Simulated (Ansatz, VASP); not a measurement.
# La2Zr3O: VASP beside Ansatz

The input INCAR:

```
SYSTEM = La2Zr3O
PREC = Accurate
ENCUT = 600
EDIFF = 1E-7
ISMEAR = 0
SIGMA = 0.1
LREAL = .FALSE.
LASPH = .TRUE.
NELM = 60
ALGO = Normal
ISIF = 3
LWAVE = .FALSE.
LCHARG = .FALSE.
GGA = PE
IBRION = 2
NSW = 90
EDIFFG = -0.04
```

The input KPOINTS:

```
regular mesh
0
G
  3 3 4
  0 0 0
```

The input POSCAR:

```
La2Zr3O
1.0
    5.7807811300      0.0000000000      0.0000000000
   -2.8903905700      5.0063033200      0.0000000000
    0.0000000000      0.0000000000      4.2695786400
La Zr O
2 3 1
Direct
    0.6666666700      0.3333333300      0.4961477200
    0.3333333300      0.6666666700      0.4961477200
    0.0000000000      0.5000000000      0.9950230700
    0.5000000000      0.0000000000      0.9950230700
    0.5000000000      0.5000000000      0.9950230700
    0.0000000000      0.0000000000      0.1926302600
```

Input for Ansatz:

```yaml
crystal:
  lattice:
    - [5.78078113, 0.0, 0.0]
    - [-2.89039057, 5.00630332, 0.0]
    - [0.0, 0.0, 4.26957864]
  atoms:
    - { symbol: La, position: [0.66666667, 0.33333333, 0.49614772] }
    - { symbol: La, position: [0.33333333, 0.66666667, 0.49614772] }
    - { symbol: Zr, position: [0.0, 0.5, 0.99502307] }
    - { symbol: Zr, position: [0.5, 0.0, 0.99502307] }
    - { symbol: Zr, position: [0.5, 0.5, 0.99502307] }
    - { symbol: O, position: [0.0, 0.0, 0.19263026] }
basis:
  ecutwfc: 420
kpoints:
  mp_grid: { grid: [3, 3, 4] }
hamiltonian:
  xc: pbe
scf:
  occupations: { method: gaussian, width: 0.1 }
  lower_state_search: "off"
output:
  forces: true
  stress: true
  eigenvalues: true
relax:
  adjacent_minimum: "off"
  f_tol: 0.04
  max_steps: 70
  cell: { stress_tol: 0.4 }
```

Change from the starting cell: species swapped into the NaSn2Pd3 type (P6mm, No. 183).

Alike in both runs: task relaxation of cell and atoms; functional PBE; k mesh 3 × 3 × 4; occupations gaussian, width 0.1 eV; no spin polarisation.

|  | VASP | Ansatz |
| --- | --- | --- |
| version | VASP 6.6.1 | Ansatz 0.2.0 |
| potentials or method | VASP PAW PBE potentials, release 64 (La, Zr_sv, O), cutoff 600 eV | scalar-relativistic, plane waves, PAW |
| valence electrons in the cell | 64 | 64 |

Ansatz gave:

```
gap on the k mesh at the Fermi level, each at its own relaxed structure (eV) : none
relaxed volume (Å³/atom)                                                     : 27.17
relaxed cell length with the largest relative difference (Å)                 : 6.207
```

Q: What did VASP give for the same quantities?

A: gap on the k mesh at the Fermi level, each at its own relaxed structure (eV): none; relaxed volume (Å³/atom): 26.71; relaxed cell length with the largest relative difference (Å): 6.011.

A gap of «none» marks a metal or a gap that the smearing closes.

The k mesh is coarse, so the values compare programs but aren't converged. Neither program's run includes spin-orbit coupling. Noted on VASP's run: the volume moved by over 15 % at a fixed basis, so the end points are rough.
